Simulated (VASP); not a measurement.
# Si7Ge (P-43m) in VASP: a series of runs

Runs on Si7Ge. Level: PBEsol. Tasks: single point.

Everything below comes from runs of VASP 6.6.1. Logs are shortened: lines on timing, memory, paths and dates and some standing lists are left out, and cuts for length are marked.

### Step 1. The cell of the first run

The structure is cubic, space group P-43m (No. 215). The conventional cell has a = 5.554 Å, b = 5.554 Å, c = 5.554 Å, α = 90.00°, β = 90.00°, γ = 90.00°. Si (site symmetry 3m) has 3 Si at 2.40 Å and 1 Ge at 2.43 Å within 3.2 Å. Si (site symmetry -42m) has 4 Si at 2.40 Å within 3.2 Å. Ge (site symmetry -43m) has 4 Si at 2.43 Å within 3.2 Å.

### Step 2. Single point, PBEsol (21.42 Å³/atom)

INCAR

```
  ALGO = Normal
  EDIFF = 1E-7
  ENCUT = 520
  GGA = PS
  ISIF = 2
  ISMEAR = 0
  LASPH = True
  LCHARG = True
  LELF = True
  LREAL = False
  LVHAR = True
  LWAVE = False
  NBANDS = 31
  NELM = 100
  PREC = Accurate
  SIGMA = 0.03
```

KPOINTS

```
k-points
0
Gamma
  8 8 8
```

POSCAR

```
Si7Ge
1.0
    5.5543050222      0.0000000000      0.0000000000
    0.0000000000      5.5543050222      0.0000000000
    0.0000000000      0.0000000000      5.5543050222
Si Ge
7 1
Direct
    0.2525986838      0.2525986838      0.2525986838
    0.0000000000      0.5000000000      0.5000000000
    0.5000000000      0.5000000000      0.0000000000
    0.5000000000      0.0000000000      0.5000000000
    0.7474013162      0.2525986838      0.7474013162
    0.7474013162      0.7474013162      0.2525986838
    0.2525986838      0.7474013162      0.7474013162
    0.0000000000      0.0000000000      0.0000000000
```

Potentials or basis: VASP PAW PBE potentials, release 64 (Si, Ge_d).

Launch:

```console
> cat potpaw_PBE.64/Si/POTCAR potpaw_PBE.64/Ge_d/POTCAR > POTCAR
> mpirun -np 1 vasp_std > vasp.out
```

OUTCAR:

```text
EDIFF = 1E-7
   ENCUT = 520
   GGA = PS
   ISIF = 2
   ISMEAR = 0
   LASPH = True
   LREAL = False
   NELM = 100
   PREC = Accurate

 ion  position               nearest neighbor table
   1  0.253  0.253  0.253-   2 2.40   3 2.40   4 2.40   8 2.43
   2  0.000  0.500  0.500-   1 2.40   5 2.40   6 2.40   7 2.40
   3  0.500  0.500  0.000-   1 2.40   5 2.40   6 2.40   7 2.40
   4  0.500  0.000  0.500-   1 2.40   5 2.40   6 2.40   7 2.40
   5  0.747  0.253  0.747-   2 2.40   3 2.40   4 2.40   8 2.43
   6  0.747  0.747  0.253-   2 2.40   3 2.40   4 2.40   8 2.43
   7  0.253  0.747  0.747-   2 2.40   3 2.40   4 2.40   8 2.43
   8  0.000  0.000  0.000-   1 2.43   5 2.43   6 2.43   7 2.43

  LATTYP: Found a simple cubic cell.
 ALAT       =     5.5543050222

  Lattice vectors:

 A1 = (   5.5543050222,   0.0000000000,   0.0000000000)
 A2 = (   0.0000000000,   5.5543050222,   0.0000000000)
 A3 = (   0.0000000000,   0.0000000000,   5.5543050222)

Analysis of symmetry for initial positions (statically):
=====================================================================
 Subroutine PRICEL returns:
 Original cell was already a primitive cell.

 Routine SETGRP: Setting up the symmetry group for a
 simple cubic supercell.

 Subroutine GETGRP returns: Found 24 space group operations
 (whereof 24 operations were pure point group operations)
 out of a pool of 48 trial point group operations.

The static configuration has the point symmetry T_d .

Analysis of symmetry for dynamics (positions and initial velocities):
=====================================================================
 Subroutine PRICEL returns:
 Original cell was already a primitive cell.

 Routine SETGRP: Setting up the symmetry group for a
 simple cubic supercell.

 Subroutine GETGRP returns: Found 24 space group operations
 (whereof 24 operations were pure point group operations)
 out of a pool of 48 trial point group operations.

The dynamic configuration has the point symmetry T_d .

 Subroutine INISYM returns: Found 24 space group operations
 (whereof 24 operations are pure point group operations),
 and found     1 'primitive' translations

----------------------------------------------------------------------------------------

                                     Primitive cell

  volume of cell :     171.3520

  direct lattice vectors                    reciprocal lattice vectors
     5.554305022  0.000000000  0.000000000     0.180040526  0.000000000  0.000000000
     0.000000000  5.554305022  0.000000000     0.000000000  0.180040526  0.000000000
     0.000000000  0.000000000  5.554305022     0.000000000  0.000000000  0.180040526

  length of vectors
     5.554305022  5.554305022  5.554305022     0.180040526  0.180040526  0.180040526

  position of ions in fractional coordinates (direct lattice)
     0.252598684  0.252598684  0.252598684
     0.000000000  0.500000000  0.500000000
     0.500000000  0.500000000  0.000000000
     0.500000000  0.000000000  0.500000000
     0.747401316  0.252598684  0.747401316
     0.747401316  0.747401316  0.252598684
     0.252598684  0.747401316  0.747401316
     0.000000000  0.000000000  0.000000000

  ion indices of the primitive-cell ions
   primitive index   ion index
                 1           1
                 2           2
                 3           3
                 4           4
                 5           5
                 6           6
                 7           7
                 8           8

----------------------------------------------------------------------------------------

 KPOINTS: k-points

Automatic generation of k-mesh.
 Grid dimensions read from file:
 generate k-points for:    8    8    8

 Generating k-lattice:

  Cartesian coordinates                     Fractional coordinates (reciprocal lattice)
     0.022505066  0.000000000  0.000000000     0.125000000  0.000000000  0.000000000
     0.000000000  0.022505066  0.000000000     0.000000000  0.125000000  0.000000000
     0.000000000  0.000000000  0.022505066     0.000000000  0.000000000  0.125000000

  Length of vectors
     0.022505066  0.022505066  0.022505066

  Shift w.r.t. Gamma in fractional coordinates (k-lattice)
     0.000000000  0.000000000  0.000000000

 Subroutine IBZKPT returns following result:
 ===========================================

 Found     35 irreducible k-points:

 Following reciprocal coordinates:
            Coordinates               Weight
  0.000000  0.000000  0.000000      1.000000
  0.125000  0.000000  0.000000      6.000000
  0.250000  0.000000  0.000000      6.000000
  0.375000  0.000000  0.000000      6.000000
  0.500000  0.000000  0.000000      3.000000
  0.125000  0.125000  0.000000     12.000000
[... 16 lines left out ...]
  0.375000  0.375000  0.125000     24.000000
  0.500000  0.375000  0.125000     24.000000
 [... further k-points ...]
   k-points           NKPTS =     35   k-points in BZ     NKDIM =     35   number of bands    NBANDS=     31
   number of dos      NEDOS =    301   number of ions     NIONS =      8
   total plane-waves  NPLWV =  74088
   dimension x,y,z NGX =    42 NGY =   42 NGZ =   42
   dimension x,y,z NGXF=    84 NGYF=   84 NGZF=   84
   ions per type =               7   1
   NGX,Y,Z   is equivalent  to a cutoff of  12.57, 12.57, 12.57 a.u.
   NGXF,Y,Z  is equivalent  to a cutoff of  25.14, 25.14, 25.14 a.u.
 SYSTEM =  unknown system
   PREC   = accura    normal or accurate (medium, high low for compatibility)
   ISTART =      0    job   : 0-new  1-cont  2-samecut
   ICHARG =      2    charge: 1-file 2-atom 10-const
   ISPIN  =      1    spin polarized calculation?
   LNONCOLLINEAR =      F non collinear calculations
   LSORBIT =      F    spin-orbit coupling
   LASPH  =      T    aspherical Exc in radial PAW
   ENCUT  =  520.0 eV  38.22 Ry    6.18 a.u.  10.33 10.33 10.33*2*pi/ulx,y,z
   NELM   =    100;   NELMIN=  2; NELMDL= -5     # of ELM steps
   EDIFF  = 0.1E-06   stopping-criterion for ELM
   LREAL  =      F    real-space projection
   EDIFFG = 0.1E-05   stopping-criterion for IOM
   NSW    =      0    number of steps for IOM
   IBRION =     -1    ionic relax: 0-MD 1-quasi-New 2-CG
   NFREE  =      0    steps in history (QN), initial steepest desc. (CG)
   ISIF   =      2    stress and relaxation
   ISYM   =      2    0-nonsym 1-usesym 2-fastsym
   POTIM  = 0.5000    time-step for ionic-motion
   TEBEG  =    0.0;   TEEND  =   0.0 temperature during run
   PSTRESS=    0.0 pullay stress
   NELECT =      42.0000    total number of electrons
   NUPDOWN=      -1.0000    fix difference up-down
   EMIN   =  10.00;   EMAX   =-10.00  energy-range for DOS
   EFERMI =   0.00;   METHOD = LEGACY
   ISMEAR =     0;   SIGMA  =   0.03  broadening in eV -4-tet -1-fermi 0-gaus
   EFERMI_NEDOS =   21; number of points for ismear=-14 and -15
   IALGO  =     38    algorithm
   IMIX   =      4    mixing-type and parameters
     AMIX     =   0.40;   BMIX     =  1.00
     AMIX_MAG =   1.60;   BMIX_MAG =  1.00
  volume/ion in A,a.u.               =      21.42       144.54
  Fermi-wavevector in a.u.,A,eV,Ry     =   1.024538  1.936097 14.281746  1.049679
  Thomas-Fermi vector in A             =   2.158331
   LORBIT       =      0    0 simple, 1 ext, 2 COOP (PROOUT), +10 PAW based schemes
   GGA     = PS    functional components
   LHFCALC =     F    Hartree Fock is set to
   AEXX    =    0.0000 exact exchange contribution
   IVDW    =     0    specifies the selected vdW correction
   LEPSILON=     F    determine dielectric tensor
   LRPA    =     F    only Hartree local field effects (RPA)
 non-spin polarized calculation
 Gauss-broadening in eV      SIGMA  =   0.03
  energy-cutoff  :      520.00
  volume of cell :      171.35
 maximum number of plane-waves:      4648
 NGX is ok and might be reduce to    42
   NGX = 21   NGY = 21   NGZ = 21

 number of electron      42.0000006 magnetization

 Free energy of the ion-electron system (eV)
  ---------------------------------------------------
  ext. energy  EPLUGINS =         0.00000000
  ---------------------------------------------------
  free energy    TOTEN  =       -45.01446575 eV

  energy without entropy =      -45.01446575  energy(sigma->0) =      -45.01446575

 E-fermi :   5.3095     XC(G=0):  -9.4344

 val. band max:        5.1486111732   @ k =   0.0000   0.0000   0.0000
 cond. band min:       5.5192925180   @ k =   0.0000   0.0000   0.0000
 fundamental gap:      0.3706813448
 Fermi energy:         5.3094709003

 k-point     1 :       0.0000    0.0000    0.0000
  band No.  band energies     occupation
      1     -18.9392      2.00000
      2     -18.9392      2.00000
      3     -18.9392      2.00000
      4     -18.9169      2.00000
      5     -18.9169      2.00000
      6      -6.6022      2.00000
[... 23 lines left out ...]
     30       7.6567      0.00000
     31       7.6567      0.00000

 k-point     2 :       0.1250    0.0000    0.0000
  band No.  band energies     occupation
      1     -18.9392      2.00000
      2     -18.9392      2.00000
      3     -18.9392      2.00000
      4     -18.9169      2.00000
      5     -18.9169      2.00000
      6      -6.5377      2.00000
[... 23 lines left out ...]
     30       7.9910      0.00000
     31       7.9910      0.00000

 k-point     3 :       0.2500    0.0000    0.0000
  band No.  band energies     occupation
      1     -18.9392      2.00000
      2     -18.9392      2.00000
      3     -18.9392      2.00000
      4     -18.9169      2.00000
      5     -18.9169      2.00000
      6      -6.3449      2.00000
[... 23 lines left out ...]
     30       8.7561      0.00000
     31       8.7605      0.00000

 k-point     4 :       0.3750    0.0000    0.0000
  band No.  band energies     occupation
      1     -18.9392      2.00000
      2     -18.9392      2.00000
      3     -18.9392      2.00000
      4     -18.9169      2.00000
      5     -18.9168      2.00000
      6      -6.0281      2.00000
[... 23 lines left out ...]
     30       9.6998      0.00000
     31       9.6998      0.00000

 k-point     5 :       0.5000    0.0000    0.0000
  band No.  band energies     occupation
      1     -18.9392      2.00000
      2     -18.9392      2.00000
      3     -18.9392      2.00000
      4     -18.9169      2.00000
      5     -18.9168      2.00000
      6      -5.6713      2.00000
[... 23 lines left out ...]
     30       9.8045      0.00000
     31       9.8229      0.00000
[... 542 lines left out ...]
     30       9.6169      0.00000
     31       9.7836      0.00000

 k-point    22 :       0.5000    0.2500    0.1250
  band No.  band energies     occupation
      1     -18.9392      2.00000
      2     -18.9392      2.00000
      3     -18.9392      2.00000
      4     -18.9169      2.00000
      5     -18.9168      2.00000
      6      -5.3956      2.00000
[... 23 lines left out ...]
     30       9.5090      0.00000
     31       9.6964      0.00000

 k-point    23 :       0.3750    0.3750    0.1250
  band No.  band energies     occupation
      1     -18.9392      2.00000
      2     -18.9392      2.00000
      3     -18.9392      2.00000
      4     -18.9169      2.00000
      5     -18.9168      2.00000
      6      -5.4395      2.00000
[... 23 lines left out ...]
     30       9.9372      0.00000
     31       9.9875      0.00000

 k-point    24 :       0.5000    0.3750    0.1250
  band No.  band energies     occupation
      1     -18.9393      2.00000
      2     -18.9392      2.00000
      3     -18.9392      2.00000
      4     -18.9169      2.00000
      5     -18.9168      2.00000
      6      -5.1415      2.00000
[... 23 lines left out ...]
     30       9.7230      0.00000
     31       9.7756      0.00000

 [... further k-points ...]
[... 5 lines left out ...]
  --------------------------------------------------------------------------------------
  -------------------------------------------------------------------------------------
  Total       -4.4275090     -4.4275090     -4.4275090      0.0000000      0.0000000     -0.0000000
  in kB      -41.3981428    -41.3981428    -41.3981428      0.0000000      0.0000000     -0.0000000
  external PRESSURE =     -41.3981428 kB  Pullay stress =       0.0000000 kB

 VOLUME and BASIS-vectors are now :
 -----------------------------------------------------------------------------
  energy-cutoff  :      520.00
  volume of cell :      171.35
      direct lattice vectors                 reciprocal lattice vectors
     5.554305022  0.000000000  0.000000000     0.180040526  0.000000000  0.000000000
     0.000000000  5.554305022  0.000000000     0.000000000  0.180040526  0.000000000
     0.000000000  0.000000000  5.554305022     0.000000000  0.000000000  0.180040526

 POSITION                                       TOTAL-FORCE (eV/Angst)
 -----------------------------------------------------------------------------------
      1.40301      1.40301      1.40301        -0.001663     -0.001663     -0.001663
      0.00000      2.77715      2.77715        -0.000000     -0.000000     -0.000000
      2.77715      2.77715      0.00000        -0.000000      0.000000      0.000000
      2.77715      0.00000      2.77715        -0.000000      0.000000      0.000000
      4.15129      1.40301      4.15129         0.001663     -0.001663      0.001663
      4.15129      4.15129      1.40301         0.001663      0.001663     -0.001663
      1.40301      4.15129      4.15129        -0.001663      0.001663      0.001663
      0.00000      0.00000      0.00000        -0.000000     -0.000000     -0.000000
 -----------------------------------------------------------------------------------
    total drift:                               -0.000000     -0.000000     -0.000000

  FREE ENERGIE OF THE ION-ELECTRON SYSTEM (eV)
  ---------------------------------------------------
  free  energy   TOTEN  =       -45.0144657453 eV

  energy  without entropy=      -45.0144657453  energy(sigma->0) =      -45.01446575
```

Wall time 2.8 min (1 thread of Intel Xeon 6975P-C (Granite Rapids), shared host); peak memory 0.34 GiB.

What came out:

```
Free energy            : -45.0145 eV
Pressure               : -4.1 GPa
Band gap on the k mesh : 0.37 eV
```

Forces in eV/Å, atoms in the order of the input:
```
Si  -0.002 -0.002 -0.002
Si   0.000  0.000  0.000
Si   0.000  0.000  0.000
Si   0.000  0.000  0.000
Si   0.002 -0.002  0.002
Si   0.002  0.002 -0.002
Si  -0.002  0.002  0.002
Ge   0.000  0.000  0.000
```

Caveat: the cell stands under tension; the PAW data sets were made with another functional, which shifts forces and pressure a little. A k mesh can miss the band edges.

### Step 3. Single point, PBEsol (22.50 Å³/atom)

This run uses another cell than the first one, of 22.50 Å³/atom.

INCAR

```
SYSTEM = Si7Ge
PREC = Accurate
ENCUT = 520
EDIFF = 1E-6
ISMEAR = 0
SIGMA = 0.03
LREAL = .FALSE.
LASPH = .TRUE.
NELM = 60
ALGO = Normal
ISIF = 2
LWAVE = .FALSE.
LCHARG = .FALSE.
GGA = PS
NBANDS = 31
```

KPOINTS

```
Automatic mesh
0
G
  8 8 8
  0 0 0
```

POSCAR: that of step 2 with these lines changed.

```diff
@@ -2,5 +2,5 @@
 1.0
-    5.5543050222      0.0000000000      0.0000000000
-    0.0000000000      5.5543050222      0.0000000000
-    0.0000000000      0.0000000000      5.5543050222
+    5.6465507440      0.0000000000      0.0000000000
+    0.0000000000      5.6465507440      0.0000000000
+    0.0000000000      0.0000000000      5.6465507440
 Si Ge
```

Potentials or basis: VASP PAW PBE potentials, release 64 (Si, Ge_d).

Launch:

```console
> cat potpaw_PBE.64/Si/POTCAR potpaw_PBE.64/Ge_d/POTCAR > POTCAR
> mpirun -np 1 vasp_std > vasp.out
```

Wall time 3.9 min (1 thread of Intel Xeon 6975P-C (Granite Rapids), shared host); peak memory 0.35 GiB.

The run converged. Its results:

```
Free energy            : -44.7010 eV
Pressure               : -7.3 GPa
Largest force          : 0.003 eV/Å
Band gap on the k mesh : 0.45 eV
```

Forces in eV/Å, atoms in the order of the input:
```
Si   0.002  0.002  0.002
Si   0.000  0.000  0.000
Si   0.000  0.000  0.000
Si   0.000  0.000  0.000
Si  -0.002  0.002 -0.002
Si  -0.002 -0.002  0.002
Si   0.002 -0.002 -0.002
Ge   0.000  0.000  0.000
```

Levels at points of the mesh, in eV from the valence-band top:
```csv
k point,band 19,band 20,band 21,band 22,band 23,band 24
"(0.00, 0.00, 0.00)",0.00,0.00,0.00,0.45,0.82,0.82
"(0.50, 0.00, 0.00)",-1.80,-1.67,-1.67,1.02,1.19,2.94
"(0.50, 0.50, 0.00)",-1.25,-1.17,-1.17,2.15,2.15,2.17
"(0.50, 0.50, 0.50)",-1.01,-1.01,-1.01,0.64,1.06,1.06
```

Caveat: the cell stands under tension; the PAW data sets were made with another functional, which shifts forces and pressure a little.
